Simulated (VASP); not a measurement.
A run of VASP 6.6.1:

INCAR

```
SYSTEM = Ti12H2C
PREC = Accurate ; ENCUT = 520
EDIFF = 1E-6 ; ISMEAR = 0
SIGMA = 0.05 ; LREAL = Auto
LASPH = .True. ; NELM = 60
ALGO = Normal ; ISIF = 2
LWAVE = .False. ; LCHARG = .True.
GGA = PE ; LELF = .True.
LVHAR = .True. ; NBANDS = 88
```

KPOINTS

```
regular mesh
0
Gamma
  4 4 1
  0 0 0
```

File POSCAR:

```
Ti12H2C
1.0
    5.9000000000      0.0000000000      0.0000000000
    2.9500000000      5.1095500000      0.0000000000
    0.0000000000      0.0000000000     17.6846000000
Ti C H
12 1 2
Direct
    0.0000000000      0.0000000000      0.0565463737
    0.5000000000      0.0000000000      0.0565463737
    0.0000000000      0.5000000000      0.0565463737
    0.5000000000      0.5000000000      0.0565463737
   -0.1649682263      0.3297957746      0.1809097746
    0.3301130992      0.3335080389      0.1799332753
   -0.1686196540      0.8348003249      0.1815665607
    0.3317024829      0.8333591021      0.1785024824
    0.0118401973     -0.0074936149      0.3095423137
    0.4847664005      0.0034214363      0.3084565102
   -0.0103602945      0.5037212670      0.3078881060
    0.4875337539      0.5080026617      0.3077646088
    1.4253786163      0.7800573436      0.3904364815
    1.4096344373      0.9308250237      0.4311049161
    1.4423147264      0.6154003777      0.4258716058
```

Potentials or basis: VASP PAW PBE potentials, release 64 (Ti_sv, C, H).

Command:

```bash
$ cat potpaw_PBE.64/Ti_sv/POTCAR potpaw_PBE.64/C/POTCAR potpaw_PBE.64/H/POTCAR > POTCAR
$ mpirun -np 1 vasp_std > vasp.out
```

Hardware: 1 thread of AMD EPYC 9R45 96-Core Processor (Zen 5) (shared host).

Task: How long does it take, and how much memory?

Result: It took 23 min on 1 thread of AMD EPYC 9R45 96-Core Processor (Zen 5), on a shared host, peak memory 0.78 GiB. Counts: scf iterations 34, k points 10.
